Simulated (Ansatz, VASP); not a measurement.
# One calculation of Mo, two programs

```xyz
1
Lattice="-1.5734 1.5734 1.5734 1.5734 -1.5734 1.5734 1.5734 1.5734 -1.5734" Properties=species:S:1:pos:R:3 pbc="T T T"
Mo    0.0000    0.0000    0.0000
```

Alike in both runs: task relaxation of cell and atoms; functional PBE; dispersion D4; k mesh 13 × 13 × 13; occupations fermi-dirac, width 0.15 eV; no spin polarisation.

|  | VASP | Ansatz |
| --- | --- | --- |
| version | VASP 6.6.1 | Ansatz 0.2.0 |
| potentials or method | VASP PAW PBE potentials, release 64 (Mo_sv) | plane waves, PAW |
| plane-wave cutoff (eV) | 600 | 420 |
| valence electrons in the cell | 14 | 14 |

Ansatz gave:

| Property | Result |
| --- | --- |
| relaxed volume (Å³/atom) | 15.44 |
| relaxed cell length with the largest relative difference (Å) | 2.717 |

What did VASP give for the same quantities?

Relaxed volume (Å³/atom): 15.47; relaxed cell length with the largest relative difference (Å): 2.718.

Ansatz's warnings: stress scf threshold loose.
